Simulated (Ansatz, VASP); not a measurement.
# Two plane-wave programs on TiC

```
Ti C
1.0
     0.00000    2.13012    2.13012
     2.13012    0.00000    2.13012
     2.13012    2.13012    0.00000
Ti C
1 1
Direct
  0.00000 0.00000 0.00000
  0.50000 0.50000 0.50000
```

Alike in both runs: task single point; functional PBEsol; k mesh 11 × 11 × 11; occupations fermi-dirac, width 0.15 eV; no spin polarisation.

|  | VASP | Ansatz |
| --- | --- | --- |
| version | VASP 6.6.1 | Ansatz 0.2.0 |
| potentials or method | VASP PAW PBE potentials, release 64 (Ti_sv, C), cutoff 600 eV | plane waves, PAW |
| valence electrons in the cell | 16 | 16 |

|  | VASP | Ansatz | Ansatz less VASP |
| --- | --- | --- | --- |
| pressure (GPa) | 6.7 | 6.5 | -0.17 |

VASP's potentials were made for PBE, not for PBEsol.
